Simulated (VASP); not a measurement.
# CsCl (Pm-3m) in VASP: notebook

The runs below take CsCl through single point, with PBEsol.

All numbers are computed with VASP 6.6.1; they aren't measurements. Logs are shortened: lines on timing, memory, paths and dates and some standing lists are left out, and cuts for length are marked.

### 1 The cell of the first run

Symmetry: Pm-3m, No. 221, cubic system. Conventional cell: a = 3.637 Å, b = 3.637 Å, c = 3.637 Å, α = 90.00°, β = 90.00°, γ = 90.00°. Within 4.1 Å of Cs (site symmetry m-3m) lie 8 Cl at 3.15 Å and 6 Cs at 3.64 Å. Cl (site symmetry m-3m) has 8 Cs at 3.15 Å and 6 Cl at 3.64 Å within 4.1 Å.

### 2 Single point, PBEsol

INCAR

```
ALGO     = Normal         # electronic algorithm
EDIFF    = 1E-6           # SCF threshold, eV
ENCUT    = 500            # plane-wave cutoff, eV
GGA      = PS             # functional
GGA_COMPAT= False        
ISIF     = 2              # what is computed and relaxed
ISMEAR   = 0              # smearing method
LASPH    = True           # aspherical terms in the spheres
LCHARG   = False          # write CHGCAR
LREAL    = False          # projectors in reciprocal space
LWAVE    = False          # write WAVECAR
NBANDS   = 15             # bands
NELM     = 120            # most SCF steps
PREC     = Accurate       # precision mode
SIGMA    = 0.01           # smearing width, eV
```

KPOINTS

```
k-points
0
Gamma
  6 6 6
```

POSCAR

```
CsCl
1.0
    3.6369583661      0.0000000000      0.0000000000
    0.0000000000      3.6369583661      0.0000000000
    0.0000000000      0.0000000000      3.6369583661
Cs Cl
1 1
Direct
    0.0000000000      0.0000000000      0.0000000000
    0.5000000000      0.5000000000      0.5000000000
```

Potentials or basis: VASP PAW PBE potentials, release 64 (Cs_sv, Cl).

Command:

```
cat potpaw_PBE.64/Cs_sv/POTCAR potpaw_PBE.64/Cl/POTCAR > POTCAR
mpirun -np 1 vasp_std > vasp.out
```

OUTCAR:

```text
EDIFF = 1E-6
   ENCUT = 500
   GGA = PS
   ISIF = 2
   ISMEAR = 0
   LASPH = True
   LREAL = False
   NELM = 120
   PREC = Accurate

 ion  position               nearest neighbor table
   1  0.000  0.000  0.000-
   2  0.500  0.500  0.500-

  LATTYP: Found a simple cubic cell.
 ALAT       =     3.6369583661

  Lattice vectors:

 A1 = (   3.6369583661,   0.0000000000,   0.0000000000)
 A2 = (   0.0000000000,   3.6369583661,   0.0000000000)
 A3 = (   0.0000000000,   0.0000000000,   3.6369583661)

Analysis of symmetry for initial positions (statically):
=====================================================================
 Subroutine PRICEL returns:
 Original cell was already a primitive cell.

 Routine SETGRP: Setting up the symmetry group for a
 simple cubic supercell.

 Subroutine GETGRP returns: Found 48 space group operations
 (whereof 48 operations were pure point group operations)
 out of a pool of 48 trial point group operations.

The static configuration has the point symmetry O_h .

Analysis of symmetry for dynamics (positions and initial velocities):
=====================================================================
 Subroutine PRICEL returns:
 Original cell was already a primitive cell.

 Routine SETGRP: Setting up the symmetry group for a
 simple cubic supercell.

 Subroutine GETGRP returns: Found 48 space group operations
 (whereof 48 operations were pure point group operations)
 out of a pool of 48 trial point group operations.

The dynamic configuration has the point symmetry O_h .

 Subroutine INISYM returns: Found 48 space group operations
 (whereof 48 operations are pure point group operations),
 and found     1 'primitive' translations

----------------------------------------------------------------------------------------

                                     Primitive cell

  volume of cell :      48.1077

  direct lattice vectors                    reciprocal lattice vectors
     3.636958366  0.000000000  0.000000000     0.274955031  0.000000000  0.000000000
     0.000000000  3.636958366  0.000000000     0.000000000  0.274955031  0.000000000
     0.000000000  0.000000000  3.636958366     0.000000000  0.000000000  0.274955031

  length of vectors
     3.636958366  3.636958366  3.636958366     0.274955031  0.274955031  0.274955031

  position of ions in fractional coordinates (direct lattice)
     0.000000000  0.000000000  0.000000000
     0.500000000  0.500000000  0.500000000

  ion indices of the primitive-cell ions
   primitive index   ion index
                 1           1
                 2           2

----------------------------------------------------------------------------------------

 KPOINTS: k-points

Automatic generation of k-mesh.
 Grid dimensions read from file:
 generate k-points for:    6    6    6

 Generating k-lattice:

  Cartesian coordinates                     Fractional coordinates (reciprocal lattice)
     0.045825838  0.000000000  0.000000000     0.166666667  0.000000000  0.000000000
     0.000000000  0.045825838  0.000000000     0.000000000  0.166666667  0.000000000
     0.000000000  0.000000000  0.045825838     0.000000000  0.000000000  0.166666667

  Length of vectors
     0.045825838  0.045825838  0.045825838

  Shift w.r.t. Gamma in fractional coordinates (k-lattice)
     0.000000000  0.000000000  0.000000000

 Subroutine IBZKPT returns following result:
 ===========================================

 Found     20 irreducible k-points:

 Following reciprocal coordinates:
            Coordinates               Weight
  0.000000  0.000000  0.000000      1.000000
  0.166667  0.000000  0.000000      6.000000
  0.333333  0.000000  0.000000      6.000000
  0.500000  0.000000  0.000000      3.000000
  0.166667  0.166667  0.000000     12.000000
  0.333333  0.166667  0.000000     24.000000
[... 12 lines left out ...]
  0.500000  0.500000  0.333333      6.000000
  0.500000  0.500000  0.500000      1.000000
   k-points           NKPTS =     20   k-points in BZ     NKDIM =     20   number of bands    NBANDS=     15
   number of dos      NEDOS =    301   number of ions     NIONS =      2
   total plane-waves  NPLWV =  21952
   dimension x,y,z NGX =    28 NGY =   28 NGZ =   28
   dimension x,y,z NGXF=    56 NGYF=   56 NGZF=   56
   ions per type =               1   1
   NGX,Y,Z   is equivalent  to a cutoff of  12.80, 12.80, 12.80 a.u.
   NGXF,Y,Z  is equivalent  to a cutoff of  25.60, 25.60, 25.60 a.u.
 SYSTEM =  unknown system
   PREC   = accura    normal or accurate (medium, high low for compatibility)
   ISTART =      0    job   : 0-new  1-cont  2-samecut
   ICHARG =      2    charge: 1-file 2-atom 10-const
   ISPIN  =      1    spin polarized calculation?
   LNONCOLLINEAR =      F non collinear calculations
   LSORBIT =      F    spin-orbit coupling
   LASPH  =      T    aspherical Exc in radial PAW
   ENCUT  =  500.0 eV  36.75 Ry    6.06 a.u.   6.63  6.63  6.63*2*pi/ulx,y,z
   NELM   =    120;   NELMIN=  2; NELMDL= -5     # of ELM steps
   EDIFF  = 0.1E-05   stopping-criterion for ELM
   LREAL  =      F    real-space projection
   EDIFFG = 0.1E-04   stopping-criterion for IOM
   NSW    =      0    number of steps for IOM
   IBRION =     -1    ionic relax: 0-MD 1-quasi-New 2-CG
   NFREE  =      0    steps in history (QN), initial steepest desc. (CG)
   ISIF   =      2    stress and relaxation
   ISYM   =      2    0-nonsym 1-usesym 2-fastsym
   POTIM  = 0.5000    time-step for ionic-motion
   TEBEG  =    0.0;   TEEND  =   0.0 temperature during run
   PSTRESS=    0.0 pullay stress
   NELECT =      16.0000    total number of electrons
   NUPDOWN=      -1.0000    fix difference up-down
   EMIN   =  10.00;   EMAX   =-10.00  energy-range for DOS
   EFERMI =   0.00;   METHOD = LEGACY
   ISMEAR =     0;   SIGMA  =   0.01  broadening in eV -4-tet -1-fermi 0-gaus
   EFERMI_NEDOS =   21; number of points for ismear=-14 and -15
   IALGO  =     38    algorithm
   IMIX   =      4    mixing-type and parameters
     AMIX     =   0.40;   BMIX     =  1.00
     AMIX_MAG =   1.60;   BMIX_MAG =  1.00
  volume/ion in A,a.u.               =      24.05       162.32
  Fermi-wavevector in a.u.,A,eV,Ry     =   1.134253  2.143427 17.504293  1.286529
  Thomas-Fermi vector in A             =   2.270956
   LORBIT       =      0    0 simple, 1 ext, 2 COOP (PROOUT), +10 PAW based schemes
   GGA     = PS    functional components
   LHFCALC =     F    Hartree Fock is set to
   AEXX    =    0.0000 exact exchange contribution
   IVDW    =     0    specifies the selected vdW correction
   LEPSILON=     F    determine dielectric tensor
   LRPA    =     F    only Hartree local field effects (RPA)
 non-spin polarized calculation
 Gauss-broadening in eV      SIGMA  =   0.01
  energy-cutoff  :      500.00
  volume of cell :       48.11
 maximum number of plane-waves:      1233
 NGX is ok and might be reduce to    28
   NGX = 13   NGY = 13   NGZ = 13

 number of electron      15.9999998 magnetization

 Free energy of the ion-electron system (eV)
  ---------------------------------------------------
  ext. energy  EPLUGINS =         0.00000000
  ---------------------------------------------------
  free energy    TOTEN  =        -6.18167196 eV

  energy without entropy =       -6.18167196  energy(sigma->0) =       -6.18167196

 E-fermi :   2.4078     XC(G=0): -10.3335

 val. band max:        2.3628380532   @ k =   0.0000   0.0000   0.0000
 cond. band min:       6.6439196855   @ k =   0.0000   0.0000   0.0000
 fundamental gap:      4.2810816323
 Fermi energy:         2.4077777287

 k-point     1 :       0.0000    0.0000    0.0000
  band No.  band energies     occupation
      1     -17.2304      2.00000
      2     -10.5698      2.00000
      3      -3.2661      2.00000
      4      -3.2661      2.00000
      5      -3.2661      2.00000
      6       2.3628      2.00000
      7       2.3628      2.00000
      8       2.3628      2.00000
      9       6.6439      0.00000
     10       6.6439      0.00000
     11       9.5883      0.00000
     12      13.3602      0.00000
     13      13.3602      0.00000
     14      13.3602      0.00000
     15      16.6325      0.00000

 k-point     2 :       0.1667    0.0000    0.0000
  band No.  band energies     occupation
      1     -17.1382      2.00000
      2     -10.6838      2.00000
      3      -3.5374      2.00000
      4      -3.1399      2.00000
      5      -3.1399      2.00000
      6       1.6779      2.00000
      7       2.1413      2.00000
      8       2.1413      2.00000
      9       6.9157      0.00000
     10       7.7757      0.00000
     11      10.5322      0.00000
     12      13.1310      0.00000
     13      13.1310      0.00000
     14      13.6257      0.00000
     15      14.5106      0.00000

 k-point     3 :       0.3333    0.0000    0.0000
  band No.  band energies     occupation
      1     -16.9392      2.00000
      2     -10.9504      2.00000
      3      -3.8895      2.00000
      4      -2.8526      2.00000
      5      -2.8526      2.00000
      6       0.5414      2.00000
      7       1.6579      2.00000
      8       1.6579      2.00000
      9       7.6679      0.00000
     10      10.2668      0.00000
     11      12.0865      0.00000
     12      12.3968      0.00000
     13      13.0886      0.00000
     14      13.0886      0.00000
     15      14.3711      0.00000
[... 271 lines left out ...]
 k-point    19 :       0.5000    0.5000    0.3333
  band No.  band energies     occupation
      1     -16.3615      2.00000
      2     -10.4174      2.00000
      3      -4.6545      2.00000
      4      -4.6545      2.00000
      5      -3.9633      2.00000
      6       0.1088      2.00000
      7       0.2386      2.00000
      8       0.2386      2.00000
      9      11.4259      0.00000
     10      11.8108      0.00000
     11      11.8108      0.00000
     12      12.6324      0.00000
     13      15.9548      0.00000
     14      15.9548      0.00000
     15      17.7062      0.00000

 k-point    20 :       0.5000    0.5000    0.5000
  band No.  band energies     occupation
      1     -16.2955      2.00000
      2     -10.3479      2.00000
      3      -4.3860      2.00000
      4      -4.3860      2.00000
      5      -4.3860      2.00000
      6      -0.3170      2.00000
      7      -0.3170      2.00000
      8      -0.3170      2.00000
      9      12.5428      0.00000
     10      12.5428      0.00000
     11      12.5428      0.00000
     12      15.0813      0.00000
     13      15.0813      0.00000
     14      15.0813      0.00000
     15      17.8269      0.00000

------------------------ aborting loop because EDIFF is reached ----------------------------------------

  FORCE on cell =-STRESS in cart. coord.  units (eV):
  Direction    XX          YY          ZZ          XY          YZ          ZX
  --------------------------------------------------------------------------------------
  -------------------------------------------------------------------------------------
  Total        4.6132690      4.6132690      4.6132690      0.0000000      0.0000000      0.0000000
  in kB      153.6400251    153.6400251    153.6400251      0.0000000      0.0000000      0.0000000
  external PRESSURE =     153.6400251 kB  Pullay stress =       0.0000000 kB

 VOLUME and BASIS-vectors are now :
 -----------------------------------------------------------------------------
  energy-cutoff  :      500.00
  volume of cell :       48.11
      direct lattice vectors                 reciprocal lattice vectors
     3.636958366  0.000000000  0.000000000     0.274955031  0.000000000  0.000000000
     0.000000000  3.636958366  0.000000000     0.000000000  0.274955031  0.000000000
     0.000000000  0.000000000  3.636958366     0.000000000  0.000000000  0.274955031

 POSITION                                       TOTAL-FORCE (eV/Angst)
 -----------------------------------------------------------------------------------
      0.00000      0.00000      0.00000         0.000000      0.000000      0.000000
      1.81848      1.81848      1.81848         0.000000      0.000000      0.000000
 -----------------------------------------------------------------------------------
    total drift:                                0.000000      0.000000      0.000000

  FREE ENERGIE OF THE ION-ELECTRON SYSTEM (eV)
  ---------------------------------------------------
  free  energy   TOTEN  =        -6.1816719597 eV

  energy  without entropy=       -6.1816719597  energy(sigma->0) =       -6.18167196
```

Run time: 6 s. Hardware: 1 thread of AMD EPYC 9R45 (Zen 5), shared host; peak memory 0.13 GiB.

Results:

| Property | Result |
| --- | --- |
| Free energy | -6.1817 eV |
| Pressure | 15.4 GPa |
| Band gap on the k mesh | 4.28 eV |

Levels at points of the mesh, in eV from the valence-band top:
| k point | band 6 | band 7 | band 8 | band 9 | band 10 | band 11 |
| --- | --- | --- | --- | --- | --- | --- |
| (0.00, 0.00, 0.00) | 0.00 | 0.00 | 0.00 | 4.28 | 4.28 | 7.23 |
| (0.50, 0.00, 0.00) | -2.33 | -0.97 | -0.97 | 5.97 | 8.49 | 9.35 |
| (0.50, 0.50, 0.00) | -0.57 | -0.48 | -0.48 | 5.82 | 5.88 | 7.86 |
| (0.50, 0.50, 0.50) | -2.68 | -2.68 | -2.68 | 10.18 | 10.18 | 10.18 |

Caveat: the cell stands under pressure; the PAW data sets were made with another functional, which shifts forces and pressure a little; spin-orbit coupling is left out, which moves the levels of the heavy elements.

### 3 Single point, PBEsol

This run uses another cell than the first one, of 25.76 Å³/atom.

INCAR

```
SYSTEM = CsCl
PREC = Accurate
ENCUT = 500
EDIFF = 1E-6
ISMEAR = 0
SIGMA = 0.01
LREAL = .False.
LASPH = .True.
NELM = 120
ALGO = Normal
ISIF = 2
LWAVE = .False.
LCHARG = .True.
GGA = PS
LELF = .True.
LVHAR = .True.
NBANDS = 15
GGA_COMPAT = .False.
```

KPOINTS

```
Automatic mesh
0
Gamma
  6 6 6
  0 0 0
```

POSCAR

```
CsCl
1.0
    3.7211972923      0.0000000000      0.0000000000
    0.0000000000      3.7211972923      0.0000000000
    0.0000000000      0.0000000000      3.7211972923
Cs Cl
1 1
Direct
    0.0000000000      0.0000000000      0.0000000000
    0.5000000000      0.5000000000      0.5000000000
```

Potentials or basis: VASP PAW PBE potentials, release 64 (Cs_sv, Cl).

Command:

```
cat potpaw_PBE.64/Cs_sv/POTCAR potpaw_PBE.64/Cl/POTCAR > POTCAR
mpirun -np 1 vasp_std > vasp.out
```

Run time: 6.4 s. Hardware: 1 thread of AMD EPYC 9R45 (Zen 5), shared host; peak memory 0.13 GiB.

Results (log left out):

| Quantity | Value |
| --- | --- |
| Free energy | -6.4534 eV |
| Pressure | 10.3 GPa |
| Band gap on the k mesh | 4.56 eV |

Levels at points of the mesh, in eV from the valence-band top:
```csv
k point,band 5,band 6,band 7,band 8,band 9,band 10,band 11,band 12
"(0.00, 0.00, 0.00)",-5.57,0.00,0.00,0.00,4.56,4.56,6.74,10.88
"(0.50, 0.00, 0.00)",-5.11,-2.07,-0.77,-0.77,6.11,8.70,9.01,10.71
"(0.50, 0.50, 0.00)",-4.88,-0.47,-0.47,-0.42,5.87,5.93,7.95,7.95
"(0.50, 0.50, 0.50)",-6.57,-2.29,-2.29,-2.29,9.84,9.84,9.84,12.27
```

Caveat: the cell stands under pressure; the PAW data sets were made with another functional, which shifts forces and pressure a little; spin-orbit coupling is left out, which moves the levels of the heavy elements. A k mesh can miss the band edges.

### 4 Single point, PBEsol

This run uses another cell than the first one, of 27.16 Å³/atom.

INCAR

```
SYSTEM = CsCl
PREC     = Accurate       ! precision mode
ENCUT    = 500            ! plane-wave cutoff, eV
EDIFF    = 1E-6           ! SCF threshold, eV
ISMEAR   = 0              ! smearing method
SIGMA    = 0.01           ! smearing width, eV
LREAL    = .FALSE.        ! projectors in reciprocal space
LASPH    = .TRUE.         ! aspherical terms in the spheres
NELM     = 120            ! most SCF steps
ALGO     = Normal         ! electronic algorithm
ISIF     = 2              ! what is computed and relaxed
LWAVE    = .FALSE.        ! write WAVECAR
LCHARG   = .TRUE.         ! write CHGCAR
GGA      = PS             ! functional
LELF     = .TRUE.         ! ELF
LVHAR    = .TRUE.       
NBANDS   = 15             ! bands
GGA_COMPAT= .FALSE.
```

KPOINTS

```
Automatic mesh
0
G
  6 6 6
  0 0 0
```

POSCAR

```
CsCl
1.0
    3.7871623834      0.0000000000      0.0000000000
    0.0000000000      3.7871623834      0.0000000000
    0.0000000000      0.0000000000      3.7871623834
Cs Cl
1 1
Direct
    0.0000000000      0.0000000000      0.0000000000
    0.5000000000      0.5000000000      0.5000000000
```

Command:

```
cat potpaw_PBE.64/Cs_sv/POTCAR potpaw_PBE.64/Cl/POTCAR > POTCAR
mpirun -np 1 vasp_std > vasp.out
```

Wall time 6.5 s (1 thread of AMD EPYC 9R45 (Zen 5), shared host); peak memory 0.13 GiB.

The run converged. Its results:

```
Free energy            : -6.6050 eV
Pressure               : 7.2 GPa
Band gap on the k mesh : 4.74 eV
```

Levels at points of the mesh, in eV from the valence-band top:
| k point | band 5 | band 6 | band 7 | band 8 | band 9 | band 10 | band 11 | band 12 |
| --- | --- | --- | --- | --- | --- | --- | --- | --- |
| (0.00, 0.00, 0.00) | -5.56 | 0.00 | 0.00 | 0.00 | 4.74 | 4.74 | 6.40 | 10.77 |
| (0.50, 0.00, 0.00) | -5.18 | -1.89 | -0.64 | -0.64 | 6.19 | 8.75 | 8.82 | 10.47 |
| (0.50, 0.50, 0.00) | -4.98 | -0.46 | -0.46 | -0.32 | 5.89 | 5.95 | 7.99 | 7.99 |
| (0.50, 0.50, 0.50) | -6.47 | -2.03 | -2.03 | -2.03 | 9.58 | 9.58 | 9.58 | 11.92 |

Caveat: the cell stands under pressure; the PAW data sets were made with another functional, which shifts forces and pressure a little; spin-orbit coupling is left out, which moves the levels of the heavy elements. A k mesh can miss the band edges.

### 5 The runs side by side

```tsv
cell	gap on the mesh (eV)	pressure (GPa)
a = 3.637 Å, 2 atoms	4.28	15.4
a = 3.721 Å, 2 atoms	4.56	10.3
a = 3.787 Å, 2 atoms	4.74	7.2
```

Alike in all rows: task single point; level PBEsol; potentials or basis VASP PAW PBE potentials, release 64 (Cs_sv, Cl); no spin polarisation; k mesh 6 × 6 × 6; cutoff (eV) 500; smearing gaussian 0.01 eV.

Caveats: the cell stands under pressure; the PAW data sets were made with another functional, which shifts forces and pressure a little; spin-orbit coupling is left out, which moves the levels of the heavy elements.

Absolute energies hang on the potentials; compare differences alone.
